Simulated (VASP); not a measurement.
# Au (P1) in VASP: relaxation of cell and atoms with PBE

Aim: the relaxation of cell and atoms of Au with PBE.

Everything below comes from runs of VASP 6.6.1. Logs are shortened: lines on timing, memory, paths and dates and some standing lists are left out, and cuts for length are marked.

## Step 1: The cell of the first run

The typed cell holds 4 atoms: a = 2.901 Å, b = 5.048 Å, c = 5.165 Å, α = 71.41°, β = 89.13°, γ = 89.26°.

## Step 2: Relaxation of cell and atoms, PBE

Contents of INCAR:

```
PREC = Accurate
ENCUT = 600
EDIFF = 1E-6
ISMEAR = 0
SIGMA = 0.2
LREAL = False
LASPH = True
NELM = 60
ALGO = Fast
ISIF = 3
LWAVE = False
LCHARG = False
GGA = PE
IBRION = 2
NSW = 80
EDIFFG = -0.025
```

Contents of KPOINTS:

```
regular mesh
0
Gamma
  8 4 4
```

Contents of POSCAR:

```
Au
1.0
    1.7193713725      0.0031753460     -2.3363331157
   -3.2702145789     -2.9302017361     -2.4913483749
   -3.3231608912      3.0304387352     -2.5389607242
Au
4
Direct
   -0.0468213109      0.0263889495     -0.0221746383
    0.4826156135      0.5150380516     -0.0040194639
    0.4981014368      0.9690531649      0.5546476357
    0.0661042606      0.4895198340      0.4715464665
```

Potentials or basis: VASP PAW PBE potentials, release 64 (Au).

On the command line:

```console
cat potpaw_PBE.64/Au/POTCAR > POTCAR
mpirun -np 1 vasp_std > vasp.out
```

OUTCAR:

```text
PREC = Accurate
   ENCUT = 600
   EDIFF = 1E-6
   ISMEAR = 0
   LREAL = False
   LASPH = True
   NELM = 60
   ISIF = 3
   GGA = PE
   IBRION = 2
   NSW = 80
   EDIFFG = -0.025

 ion  position               nearest neighbor table
   1  0.953  0.026  0.978-   3 2.67   3 2.77   2 2.83   2 2.91   4 2.92   2 2.95   2 2.96   4 3.09
                             3 3.17   3 3.32
   2  0.483  0.515  0.996-   3 2.67   4 2.69   1 2.83   1 2.91   1 2.95   1 2.96   4 2.97   4 3.02
                             4 3.21   3 3.29
   3  0.498  0.969  0.555-   1 2.67   2 2.67   1 2.77   4 2.81   4 2.89   4 3.03   4 3.05   1 3.17
                             2 3.29   1 3.32
   4  0.066  0.490  0.472-   2 2.69   3 2.81   3 2.89   1 2.92   2 2.97   2 3.02   3 3.03   3 3.05
                             1 3.09   2 3.21

  LATTYP: Found a triclinic cell.
 ALAT       =     5.1646179719
 B/A-ratio  =     0.9775137638
 C/A-ratio  =     0.5616698701
 COS(alpha) =     0.0128785162
 COS(beta)  =     0.0152008702
 COS(gamma) =     0.3188328738

  Lattice vectors:

 A1 = (   3.3231608912,  -3.0304387352,   2.5389607242)
 A2 = (   3.2702145789,   2.9302017361,   2.4913483749)
 A3 = (  -1.7193713725,  -0.0031753460,   2.3363331157)

Analysis of symmetry for initial positions (statically):
=====================================================================
 Subroutine PRICEL returns:
 Original cell was already a primitive cell.

 Routine SETGRP: Setting up the symmetry group for a
 triclinic supercell.

 Subroutine GETGRP returns: Found  1 space group operations
 (whereof  1 operations were pure point group operations)
 out of a pool of  2 trial point group operations.

The static configuration has the point symmetry C_1 .

Analysis of symmetry for dynamics (positions and initial velocities):
=====================================================================
 Subroutine PRICEL returns:
 Original cell was already a primitive cell.

 Routine SETGRP: Setting up the symmetry group for a
 triclinic supercell.

 Subroutine GETGRP returns: Found  1 space group operations
 (whereof  1 operations were pure point group operations)
 out of a pool of  2 trial point group operations.

The dynamic configuration has the point symmetry C_1 .

 Subroutine INISYM returns: Found  1 space group operations
 (whereof  1 operations are pure point group operations),
 and found     1 'primitive' translations

----------------------------------------------------------------------------------------

                                     Primitive cell

  volume of cell :      71.6761

  direct lattice vectors                    reciprocal lattice vectors
     1.719371372  0.003175346 -2.336333116     0.209128833 -0.000331978 -0.274117985
    -3.270214579 -2.930201736 -2.491348375    -0.098666769 -0.169225472 -0.072841568
    -3.323160891  3.030438735 -2.538960724    -0.095622324  0.166357523 -0.070144981

  length of vectors
     2.900810305  5.048485152  5.164617972     0.344783481  0.208993506  0.204300692

  position of ions in fractional coordinates (direct lattice)
     0.953178689  0.026388950  0.977825362
     0.482615614  0.515038052  0.995980536
     0.498101437  0.969053165  0.554647636
     0.066104261  0.489519834  0.471546467

  ion indices of the primitive-cell ions
   primitive index   ion index
                 1           1
                 2           2
                 3           3
                 4           4

----------------------------------------------------------------------------------------

 KPOINTS: regular mesh

Automatic generation of k-mesh.
 Grid dimensions read from file:
 generate k-points for:    8    4    4

 Generating k-lattice:

  Cartesian coordinates                     Fractional coordinates (reciprocal lattice)
     0.026141104 -0.000041497 -0.034264748     0.125000000 -0.000000000 -0.000000000
    -0.024666692 -0.042306368 -0.018210392     0.000000000  0.250000000  0.000000000
    -0.023905581  0.041589381 -0.017536245     0.000000000 -0.000000000  0.250000000

  Length of vectors
     0.043097935  0.052248377  0.051075173

  Shift w.r.t. Gamma in fractional coordinates (k-lattice)
     0.000000000  0.000000000  0.000000000

 Subroutine IBZKPT returns following result:
 ===========================================

 Found     68 irreducible k-points:

 Following reciprocal coordinates:
            Coordinates               Weight
  0.000000  0.000000  0.000000      1.000000
  0.125000  0.000000 -0.000000      2.000000
  0.250000  0.000000 -0.000000      2.000000
  0.375000  0.000000  0.000000      2.000000
  0.500000  0.000000 -0.000000      1.000000
  0.000000  0.250000  0.000000      2.000000
[... 16 lines left out ...]
  0.500000 -0.000000  0.250000      2.000000
 -0.375000 -0.000000  0.250000      2.000000
 [... further k-points ...]
   k-points           NKPTS =     68   k-points in BZ     NKDIM =     68   number of bands    NBANDS=     26
   number of dos      NEDOS =    301   number of ions     NIONS =      4
   total plane-waves  NPLWV =  40320
   dimension x,y,z NGX =    24 NGY =   40 NGZ =   42
   dimension x,y,z NGXF=    48 NGYF=   80 NGZF=   84
   ions per type =               4
   NGX,Y,Z   is equivalent  to a cutoff of  13.75, 13.17, 13.52 a.u.
   NGXF,Y,Z  is equivalent  to a cutoff of  27.51, 26.34, 27.04 a.u.
 SYSTEM =  unknown system
   PREC   = accura    normal or accurate (medium, high low for compatibility)
   ISTART =      0    job   : 0-new  1-cont  2-samecut
   ICHARG =      2    charge: 1-file 2-atom 10-const
   ISPIN  =      1    spin polarized calculation?
   LNONCOLLINEAR =      F non collinear calculations
   LSORBIT =      F    spin-orbit coupling
   LASPH  =      T    aspherical Exc in radial PAW
   ENCUT  =  600.0 eV  44.10 Ry    6.64 a.u.   5.79 10.08 10.32*2*pi/ulx,y,z
   NELM   =     60;   NELMIN=  2; NELMDL= -5     # of ELM steps
   EDIFF  = 0.1E-05   stopping-criterion for ELM
   LREAL  =      F    real-space projection
   EDIFFG = -.3E-01   stopping-criterion for IOM
   NSW    =     80    number of steps for IOM
   IBRION =      2    ionic relax: 0-MD 1-quasi-New 2-CG
   NFREE  =      1    steps in history (QN), initial steepest desc. (CG)
   ISIF   =      3    stress and relaxation
   ISYM   =      2    0-nonsym 1-usesym 2-fastsym
   POTIM  = 0.5000    time-step for ionic-motion
   TEBEG  =    0.0;   TEEND  =   0.0 temperature during run
   PSTRESS=    0.0 pullay stress
   NELECT =      44.0000    total number of electrons
   NUPDOWN=      -1.0000    fix difference up-down
   EMIN   =  10.00;   EMAX   =-10.00  energy-range for DOS
   EFERMI =   0.00;   METHOD = LEGACY
   ISMEAR =     0;   SIGMA  =   0.20  broadening in eV -4-tet -1-fermi 0-gaus
   EFERMI_NEDOS =   21; number of points for ismear=-14 and -15
   IALGO  =     68    algorithm
   IMIX   =      4    mixing-type and parameters
     AMIX     =   0.40;   BMIX     =  1.00
     AMIX_MAG =   1.60;   BMIX_MAG =  1.00
  volume/ion in A,a.u.               =      17.92       120.92
  Fermi-wavevector in a.u.,A,eV,Ry     =   1.391343  2.629257 26.338638  1.935835
  Thomas-Fermi vector in A             =   2.515191
   LORBIT       =      0    0 simple, 1 ext, 2 COOP (PROOUT), +10 PAW based schemes
   GGA     = PE    functional components
   LHFCALC =     F    Hartree Fock is set to
   AEXX    =    0.0000 exact exchange contribution
   IVDW    =     0    specifies the selected vdW correction
   LEPSILON=     F    determine dielectric tensor
   LRPA    =     F    only Hartree local field effects (RPA)
 conjugate gradient relaxation of ions
 non-spin polarized calculation
 RMM-DIIS sequential band-by-band and
 Gauss-broadening in eV      SIGMA  =   0.20
  energy-cutoff  :      600.00
  volume of cell :       71.68
 maximum number of plane-waves:      2407
   NGX = 11   NGY = 21   NGZ = 21

--------------------------------------- Ionic step        1  -------------------------------------------

 number of electron      44.0000002 magnetization

 Free energy of the ion-electron system (eV)
  ---------------------------------------------------
  ext. energy  EPLUGINS =         0.00000000
  ---------------------------------------------------
  free energy    TOTEN  =       -12.42383788 eV

  energy without entropy =      -12.39530292  energy(sigma->0) =      -12.40957040

------------------------ aborting loop because EDIFF is reached ----------------------------------------

  FORCE on cell =-STRESS in cart. coord.  units (eV):
  Direction    XX          YY          ZZ          XY          YZ          ZX
  --------------------------------------------------------------------------------------
  -------------------------------------------------------------------------------------
  Total        2.7649338      3.5760568      1.9765779     -0.6899504     -0.3457094      0.4342268
  in kB       61.8045947     79.9356363     44.1824658    -15.4224690     -7.7276455      9.7062763
  external PRESSURE =      61.9742323 kB  Pullay stress =       0.0000000 kB
[... 95 lines left out ...]
  FREE ENERGIE OF THE ION-ELECTRON SYSTEM (eV)
  ---------------------------------------------------
  free  energy   TOTEN  =       -12.6429617096 eV

  energy  without entropy=      -12.6164387458  energy(sigma->0) =      -12.62970023

[... ionic steps 4 to 18 ...]

--------------------------------------- Ionic step       19  -------------------------------------------

 number of electron      44.0000001 magnetization

------------------------ aborting loop because EDIFF is reached ----------------------------------------

  FORCE on cell =-STRESS in cart. coord.  units (eV):
  Direction    XX          YY          ZZ          XY          YZ          ZX
  --------------------------------------------------------------------------------------
  -------------------------------------------------------------------------------------
  Total        0.2643413      0.2089264      0.1656525     -0.0185570      0.0207733      0.0185948
  in kB        5.8935035      4.6580250      3.6932308     -0.4137287      0.4631419      0.4145719
  external PRESSURE =       4.7482531 kB  Pullay stress =       0.0000000 kB
[... 61 lines left out ...]
  energy  without entropy=      -12.8777622698  energy(sigma->0) =      -12.88839762

--------------------------------------- Ionic step       21  -------------------------------------------

 number of electron      44.0000000 magnetization

 Free energy of the ion-electron system (eV)
  ---------------------------------------------------
  ext. energy  EPLUGINS =         0.00000000
  ---------------------------------------------------
  free energy    TOTEN  =       -12.89980155 eV

  energy without entropy =      -12.87887831  energy(sigma->0) =      -12.88933993

 E-fermi :   8.5867     XC(G=0): -12.3833

 val. band max:        8.5741677464   @ k =   0.5000   0.0000  -0.0000
 cond. band min:       8.5887541513   @ k =   0.5000   0.0000  -0.0000
 fundamental gap:      0.0145864050
 Fermi energy:         8.5866991322

 k-point     1 :       0.0000    0.0000    0.0000
  band No.  band energies     occupation
      1      -0.7085      2.00000
      2       1.6667      2.00000
      3       1.6717      2.00000
      4       1.9782      2.00000
      5       2.3178      2.00000
      6       3.9221      2.00000
[... 685 lines left out ...]
     25      13.4705      0.00000
     26      14.4041      0.00000

 [... further k-points ...]
[... 5 lines left out ...]
  --------------------------------------------------------------------------------------
  -------------------------------------------------------------------------------------
  Total        0.0541959      0.0509113      0.0260237     -0.0302085     -0.0051589      0.0322902
  in kB        1.2051363      1.1320979      0.5786794     -0.6717356     -0.1147158      0.7180255
  external PRESSURE =       0.9719712 kB  Pullay stress =       0.0000000 kB
[... 19 lines left out ...]
  FREE ENERGIE OF THE ION-ELECTRON SYSTEM (eV)
  ---------------------------------------------------
  free  energy   TOTEN  =       -12.8998015495 eV

  energy  without entropy=      -12.8788783091  energy(sigma->0) =      -12.88933993

 reached required accuracy - stopping structural energy minimisation
```

Run time: 9.9 min. Hardware: 1 thread of Intel Xeon 6975P-C (Granite Rapids), shared host; peak memory 0.29 GiB.

What came out:

```
Free energy                           : -12.8998 eV
Relaxed volume                        : 18.01 Å³/atom
Relaxed cell                          : a = 2.875 Å, b = 5.126 Å, c = 5.120 Å, α = 72.78°, β = 89.92°, γ = 90.03°
Space group after relaxing (to 0.1 Å) : Immm (No. 71)
Energy gained by relaxing             : 119.0 meV/atom
Ionic steps                           : 21
Pressure after relaxing               : 0.1 GPa
Largest force after relaxing          : 0.025 eV/Å
Band gap on the k mesh                : zero (bands 22 and 23 overlap by 4.50 eV)
```

Forces on the atoms (eV/Å):
```
Au   0.001 -0.005  0.002
Au   0.009  0.015  0.013
Au  -0.007 -0.003  0.009
Au  -0.003 -0.007 -0.024
```

Step by step:
| step | energy change (eV) | largest force (eV/Å) | pressure (GPa) | volume (Å³) |
| --- | --- | --- | --- | --- |
| 1 | 0.0000 | 2.2892 | 6.20 | 71.68 |
| 2 | -0.1446 | 0.3686 | -8.42 | 79.09 |
| 3 | -0.2191 | 0.8563 | -4.12 | 76.05 |
| 4 | -0.3525 | 0.4980 | -0.48 | 73.15 |
| 5 | -0.3664 | 0.5564 | 1.62 | 71.97 |
| 6 | -0.4180 | 0.3878 | 0.21 | 72.42 |
| 7 | -0.4271 | 0.4188 | -0.30 | 72.68 |
| 8 | -0.4473 | 0.2353 | 0.06 | 72.35 |
| 9 | -0.4547 | 0.1594 | 0.55 | 72.03 |
| 10 | -0.4586 | 0.1434 | -0.98 | 72.79 |
| 11 | -0.4586 | 0.1481 | -0.83 | 72.72 |
| 12 | -0.4622 | 0.1384 | -0.67 | 72.60 |
| 13 | -0.4679 | 0.1391 | -0.24 | 72.31 |
| 14 | -0.4664 | 0.1985 | 0.85 | 71.71 |
| 15 | -0.4694 | 0.1541 | 0.15 | 72.07 |
| 16 | -0.4722 | 0.0986 | -0.02 | 72.13 |
| 17 | -0.4742 | 0.0624 | -0.24 | 72.22 |
| 18 | -0.4744 | 0.0728 | -0.28 | 72.25 |
| 19 | -0.4752 | 0.0458 | 0.47 | 71.86 |
| 20 | -0.4752 | 0.0552 | 0.29 | 71.93 |
| 21 | -0.4760 | 0.0249 | 0.10 | 72.05 |

Final structure:
```xyz
4
Lattice="1.7227 0.0026 -2.3013 -3.3035 -3.0397 -2.4735 -3.2959 3.0382 -2.4731" Properties=species:S:1:pos:R:3 pbc="T T T"
Au   -0.0066   -0.0018   -0.0063
Au   -4.0897    1.5096   -4.8640
Au   -4.0841   -1.5124   -4.8624
Au   -1.5729    0.0066   -4.7633
```

Levels at points of the mesh, in eV from the Fermi level:
| k point | band 20 | band 21 | band 22 | band 23 | band 24 | band 25 |
| --- | --- | --- | --- | --- | --- | --- |
| (0.00, 0.00, 0.00) | -1.67 | -1.63 | -0.89 | -0.88 | 1.32 | 2.45 |
| (0.50, 0.00, 0.00) | -1.71 | -0.01 | 0.00 | 4.37 | 4.37 | 5.94 |
| (0.00, 0.50, 0.00) | -2.79 | -1.83 | -1.82 | 0.96 | 0.98 | 4.55 |
| (0.50, 0.50, 0.00) | -1.78 | 1.10 | 1.11 | 1.13 | 1.14 | 5.37 |
| (0.00, 0.00, 0.50) | -2.78 | -1.84 | -1.83 | 0.94 | 0.99 | 4.51 |
| (0.50, 0.00, 0.50) | -1.78 | 1.10 | 1.12 | 1.13 | 1.14 | 5.36 |
| (0.00, 0.50, 0.50) | -2.96 | -2.56 | -2.56 | -0.81 | -0.80 | 8.26 |
| (0.50, 0.50, 0.50) | -1.63 | -0.52 | -0.51 | 1.10 | 1.12 | 3.13 |

Caveat: spin-orbit coupling is left out, which moves the levels of the heavy elements.
